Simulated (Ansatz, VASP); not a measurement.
**Si: VASP beside Ansatz**

POSCAR

```
Si
1.0
    0.0000000000      2.8310036514      2.8310036514
    2.8310036514      0.0000000000      2.8310036514
    2.8310036514      2.8310036514      0.0000000000
Si
2
Direct
    0.0000000000      0.0000000000      0.0000000000
    0.2500000000      0.2500000000      0.2500000000
```

INCAR.step1

```
SYSTEM = Si
PREC = Accurate
ENCUT = 520
EDIFF = 1E-5
ISMEAR = 0
SIGMA = 0.01
LREAL = .FALSE.
LASPH = .TRUE.
NELM = 80
ALGO = Normal
ISIF = 2
LWAVE = .TRUE.
LCHARG = .FALSE.
GGA = PE
NBANDS = 11
```

Contents of INCAR.step2:

```
SYSTEM = Si
PREC = Accurate
ENCUT = 520
EDIFF = 1E-6
ISMEAR = 0
SIGMA = 0.01
LREAL = .FALSE.
LASPH = .TRUE.
NELM = 80
ALGO = Normal
ISIF = 2
LWAVE = .FALSE.
LCHARG = .FALSE.
GGA = PE
LHFCALC = .TRUE.
HFSCREEN = 0.2079
PRECFOCK = Normal
ISTART = 1
NBANDS = 11
```

The input KPOINTS:

```
Automatic mesh
0
G
  6 6 6
  0 0 0
```

Input for Ansatz:

```yaml
crystal:
  lattice:
    - [0.0, 2.8310036514, 2.8310036514]
    - [2.8310036514, 0.0, 2.8310036514]
    - [2.8310036514, 2.8310036514, 0.0]
  atoms:
    - { symbol: Si, position: [0.0, 0.0, 0.0] }
    - { symbol: Si, position: [0.25, 0.25, 0.25] }
kpoints:
  mp_grid: { grid: [6, 6, 6] }
  band_path:
    path:
      - [0.0, 0.0, 0.0]
      - [0.5, 0.0, 0.5]
      - [0.625, 0.25, 0.625]
      - [0.375, 0.375, 0.75]
      - [0.5, 0.5, 0.5]
      - [0.5, 0.25, 0.75]
      - [0.0, 0.411458, 0.411458]
    npoints: 1
hamiltonian:
  xc: hse06
scf:
  occupations: { method: fixed }
  n_extra_bands: 4
output:
  forces: true
  stress: true
  eigenvalues: true
```

Change from the starting cell: hydrostatic strain +4.0%.

Alike in both runs: task single point; functional HSE06; k mesh 6 × 6 × 6; no spin polarisation.

|  | VASP | Ansatz |
| --- | --- | --- |
| version | VASP 6.6.1 | Ansatz 0.2.0 |
| potentials or method | VASP PAW PBE potentials, release 64 (Si) | plane waves, PAW |
| plane-wave cutoff (eV) | 520 | 420 |
| occupations | gaussian, width 0.01 eV | fixed |
| valence electrons in the cell | 8 | 8 |

Ansatz gave:

- gap on the k mesh at the Fermi level (eV): 1.45
- pressure (GPa): -9.1

Problem. Which values does VASP return?

Solution. gap on the k mesh at the Fermi level (eV): 1.46; pressure (GPa): -9.4.

Ansatz's warnings: stress exchange threshold loose, stress scf threshold loose.
